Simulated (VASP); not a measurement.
# BaTiO3 in VASP: notebook, part 2 of 3

VASP 6.6.1.

### Step 4. Single point, PBE (12.58 Å³/atom)

This run uses another cell than the first one, of 12.58 Å³/atom.

Contents of INCAR:

```
SYSTEM = BaTiO3
ALGO = Normal
EDIFF = 1E-6
ENCUT = 520
GGA = PE
ISIF = 2
ISMEAR = 0
LASPH = .TRUE.
LCHARG = .TRUE.
LELF = .TRUE.
LREAL = .FALSE.
LVHAR = .TRUE.
LWAVE = .FALSE.
NBANDS = 28
NELM = 100
PREC = Accurate
SIGMA = 0.02
```

Contents of KPOINTS:

```
k-points
0
G
  6 6 6
  0 0 0
```

Contents of POSCAR:

```
BaTiO3
1.0
    2.8096361129      1.6221441661      2.2999716718
   -2.8096361129      1.6221441661      2.2999716718
    0.0000000000     -3.2442883323      2.2999716718
Ba Ti O
1 1 3
Direct
    0.0006152132      0.0006152132      0.0006152132
    0.5106377932      0.5106377932      0.5106377932
    0.4907048505      0.4907048505      0.9860372926
    0.4907048505      0.9860372926      0.4907048505
    0.9860372926      0.4907048505      0.4907048505
```

Potentials or basis: VASP PAW PBE potentials, release 64 (Ba_sv, Ti_sv, O).

The run is started by

```bash
cat potpaw_PBE.64/Ba_sv/POTCAR potpaw_PBE.64/Ti_sv/POTCAR potpaw_PBE.64/O/POTCAR > POTCAR
mpirun -np 1 vasp_std > vasp.out
```

OUTCAR:

```text
SYSTEM = BaTiO3
   EDIFF = 1E-6
   ENCUT = 520
   GGA = PE
   ISIF = 2
   ISMEAR = 0
   LASPH = .TRUE.
   LREAL = .FALSE.
   NELM = 100
   PREC = Accurate

 ion  position               nearest neighbor table
   1  0.001  0.001  0.001-   3 2.76   4 2.76   5 2.76   3 2.81   3 2.81   5 2.81   4 2.81   4 2.81
                             5 2.81   3 2.87   4 2.87   5 2.87   2 3.38   2 3.42   2 3.42   2 3.42
   2  0.511  0.511  0.511-   4 1.89   5 1.89   3 1.89   4 2.09   5 2.09   3 2.09   1 3.38   1 3.42
                             1 3.42   1 3.42   1 3.47   1 3.47   1 3.47   1 3.52
   3  0.491  0.491  0.986-   2 1.89   2 2.09   1 2.76   1 2.81   1 2.81   1 2.87
   4  0.491  0.986  0.491-   2 1.89   2 2.09   1 2.76   1 2.81   1 2.81   1 2.87
   5  0.986  0.491  0.491-   2 1.89   2 2.09   1 2.76   1 2.81   1 2.81   1 2.87

  LATTYP: Found a trigonal (rhomboedric) cell.
 ALAT       =     3.9768425256
 COS(alpha) =     0.0017177253

  Lattice vectors:

 A1 = (   2.8096361129,   1.6221441661,   2.2999716718)
 A2 = (  -2.8096361129,   1.6221441661,   2.2999716718)
 A3 = (   0.0000000000,  -3.2442883323,   2.2999716718)

Analysis of symmetry for initial positions (statically):
=====================================================================
 Subroutine PRICEL returns:
 Original cell was already a primitive cell.

 Routine SETGRP: Setting up the symmetry group for a
 trigonal (rhombohedral) supercell.

 Subroutine GETGRP returns: Found  6 space group operations
 (whereof  6 operations were pure point group operations)
 out of a pool of 12 trial point group operations.

The static configuration has the point symmetry C_3v.

Analysis of symmetry for dynamics (positions and initial velocities):
=====================================================================
 Subroutine PRICEL returns:
 Original cell was already a primitive cell.

 Routine SETGRP: Setting up the symmetry group for a
 trigonal (rhombohedral) supercell.

 Subroutine GETGRP returns: Found  6 space group operations
 (whereof  6 operations were pure point group operations)
 out of a pool of 12 trial point group operations.

The dynamic configuration has the point symmetry C_3v.

 Subroutine INISYM returns: Found  6 space group operations
 (whereof  6 operations are pure point group operations),
 and found     1 'primitive' translations

----------------------------------------------------------------------------------------

                                     Primitive cell

  volume of cell :      62.8946

  direct lattice vectors                    reciprocal lattice vectors
     2.809636113  1.622144166  2.299971672     0.177958988  0.102744670  0.144929321
    -2.809636113  1.622144166  2.299971672    -0.177958988  0.102744670  0.144929321
     0.000000000 -3.244288332  2.299971672     0.000000000 -0.205489340  0.144929321

  length of vectors
     3.976842526  3.976842526  3.976842526     0.251456511  0.251456511  0.251456511

  position of ions in fractional coordinates (direct lattice)
     0.000615213  0.000615213  0.000615213
     0.510637793  0.510637793  0.510637793
     0.490704851  0.490704851  0.986037293
     0.490704851  0.986037293  0.490704851
     0.986037293  0.490704851  0.490704851

  ion indices of the primitive-cell ions
   primitive index   ion index
[... 25 lines left out ...]
     0.000000000  0.000000000  0.000000000

 Subroutine IBZKPT returns following result:
 ===========================================

 Found     32 irreducible k-points:

 Following reciprocal coordinates:
            Coordinates               Weight
  0.000000  0.000000  0.000000      1.000000
  0.166667 -0.000000  0.000000      6.000000
  0.333333 -0.000000  0.000000      6.000000
  0.500000  0.000000  0.000000      3.000000
  0.166667  0.166667  0.000000      6.000000
  0.333333  0.166667  0.000000     12.000000
[... 16 lines left out ...]
  0.500000  0.500000  0.166667      6.000000
 -0.333333  0.500000  0.166667     12.000000
 [... further k-points ...]
   k-points           NKPTS =     32   k-points in BZ     NKDIM =     32   number of bands    NBANDS=     28
   number of dos      NEDOS =    301   number of ions     NIONS =      5
   total plane-waves  NPLWV =  27000
   dimension x,y,z NGX =    30 NGY =   30 NGZ =   30
   dimension x,y,z NGXF=    60 NGYF=   60 NGZF=   60
   ions per type =               1   1   3
   NGX,Y,Z   is equivalent  to a cutoff of  12.54, 12.54, 12.54 a.u.
   NGXF,Y,Z  is equivalent  to a cutoff of  25.08, 25.08, 25.08 a.u.
 SYSTEM =  BaTiO3
   PREC   = accura    normal or accurate (medium, high low for compatibility)
   ISTART =      0    job   : 0-new  1-cont  2-samecut
   ICHARG =      2    charge: 1-file 2-atom 10-const
   ISPIN  =      1    spin polarized calculation?
   LNONCOLLINEAR =      F non collinear calculations
   LSORBIT =      F    spin-orbit coupling
   LASPH  =      T    aspherical Exc in radial PAW
   ENCUT  =  520.0 eV  38.22 Ry    6.18 a.u.   7.39  7.39  7.39*2*pi/ulx,y,z
   NELM   =    100;   NELMIN=  2; NELMDL= -5     # of ELM steps
   EDIFF  = 0.1E-05   stopping-criterion for ELM
   LREAL  =      F    real-space projection
   EDIFFG = 0.1E-04   stopping-criterion for IOM
   NSW    =      0    number of steps for IOM
   IBRION =     -1    ionic relax: 0-MD 1-quasi-New 2-CG
   NFREE  =      0    steps in history (QN), initial steepest desc. (CG)
   ISIF   =      2    stress and relaxation
   ISYM   =      2    0-nonsym 1-usesym 2-fastsym
   POTIM  = 0.5000    time-step for ionic-motion
   TEBEG  =    0.0;   TEEND  =   0.0 temperature during run
   PSTRESS=    0.0 pullay stress
   NELECT =      40.0000    total number of electrons
   NUPDOWN=      -1.0000    fix difference up-down
   EMIN   =  10.00;   EMAX   =-10.00  energy-range for DOS
   EFERMI =   0.00;   METHOD = LEGACY
   ISMEAR =     0;   SIGMA  =   0.02  broadening in eV -4-tet -1-fermi 0-gaus
   EFERMI_NEDOS =   21; number of points for ismear=-14 and -15
   IALGO  =     38    algorithm
   IMIX   =      4    mixing-type and parameters
     AMIX     =   0.40;   BMIX     =  1.00
     AMIX_MAG =   1.60;   BMIX_MAG =  1.00
  volume/ion in A,a.u.               =      12.58        84.89
  Fermi-wavevector in a.u.,A,eV,Ry     =   1.407852  2.660455 26.967399  1.982048
  Thomas-Fermi vector in A             =   2.530069
   LORBIT       =      0    0 simple, 1 ext, 2 COOP (PROOUT), +10 PAW based schemes
   GGA     = PE    functional components
   LHFCALC =     F    Hartree Fock is set to
   AEXX    =    0.0000 exact exchange contribution
   IVDW    =     0    specifies the selected vdW correction
   LEPSILON=     F    determine dielectric tensor
   LRPA    =     F    only Hartree local field effects (RPA)
 non-spin polarized calculation
 Gauss-broadening in eV      SIGMA  =   0.02
  energy-cutoff  :      520.00
  volume of cell :       62.89
 maximum number of plane-waves:      1743
 NGX is ok and might be reduce to    30
   NGX = 15   NGY = 15   NGZ = 15

 number of electron      40.0000014 magnetization

 Free energy of the ion-electron system (eV)
  ---------------------------------------------------
  ext. energy  EPLUGINS =         0.00000000
  ---------------------------------------------------
  free energy    TOTEN  =       -39.93211452 eV

  energy without entropy =      -39.93211452  energy(sigma->0) =      -39.93211452

 E-fermi :   4.1991     XC(G=0): -11.3521

 val. band max:        3.9484708044   @ k =   0.5000   0.5000   0.5000
 cond. band min:       6.1356289982   @ k =   0.0000   0.0000   0.0000
 fundamental gap:      2.1871581938
 Fermi energy:         4.1990792343

 k-point     1 :       0.0000    0.0000    0.0000
  band No.  band energies     occupation
      1     -52.3974      2.00000
      2     -28.6465      2.00000
      3     -28.6465      2.00000
      4     -28.6443      2.00000
      5     -20.8103      2.00000
      6     -12.9499      2.00000
[... 733 lines left out ...]
     27      12.2428      0.00000
     28      12.7221      0.00000

 [... further k-points ...]
[... 5 lines left out ...]
  --------------------------------------------------------------------------------------
  -------------------------------------------------------------------------------------
  Total        3.6460339      3.6460339      3.6195363      0.0000000     -0.0000000      0.0000000
  in kB       92.8791051     92.8791051     92.2041054      0.0000000     -0.0000000      0.0000000
  external PRESSURE =      92.6541052 kB  Pullay stress =       0.0000000 kB

 VOLUME and BASIS-vectors are now :
 -----------------------------------------------------------------------------
  energy-cutoff  :      520.00
  volume of cell :       62.89
      direct lattice vectors                 reciprocal lattice vectors
     2.809636113  1.622144166  2.299971672     0.177958988  0.102744670  0.144929321
    -2.809636113  1.622144166  2.299971672    -0.177958988  0.102744670  0.144929321
     0.000000000 -3.244288332  2.299971672     0.000000000 -0.205489340  0.144929321

 POSITION                                       TOTAL-FORCE (eV/Angst)
 -----------------------------------------------------------------------------------
      0.00000     -0.00000      0.00424         0.000000      0.000000     -0.031315
      0.00000     -0.00000      3.52336         0.000000      0.000000     -0.054589
      0.00000     -1.60700      4.52507         0.000000     -0.020728      0.028635
     -1.39170      0.80350      4.52507        -0.017951      0.010364      0.028635
      1.39170      0.80350      4.52507         0.017951      0.010364      0.028635
 -----------------------------------------------------------------------------------
    total drift:                                0.000000     -0.000001      0.001108

  FREE ENERGIE OF THE ION-ELECTRON SYSTEM (eV)
  ---------------------------------------------------
  free  energy   TOTEN  =       -39.9321145190 eV

  energy  without entropy=      -39.9321145190  energy(sigma->0) =      -39.93211452
```

Wall time 78 s (1 thread of Intel Xeon 8259CL, shared host); peak memory 0.21 GiB.

Results:

```yaml
Free_energy: -39.9321 eV
Pressure: 9.3 GPa
Largest_force: 0.055 eV/Å
Band_gap_on_the_k_mesh: 2.19 eV (least direct gap 2.48 eV)
```

Forces in eV/Å, atoms in the order of the input:
```
Ba   0.000  0.000 -0.031
Ti   0.000  0.000 -0.055
O    0.000 -0.021  0.029
O   -0.018  0.010  0.029
O    0.018  0.010  0.029
```

Caveat: the cell stands under pressure; spin-orbit coupling is left out, which moves the levels of the heavy elements. A k mesh can miss the band edges.

(Part 2 of 3 ends here.)
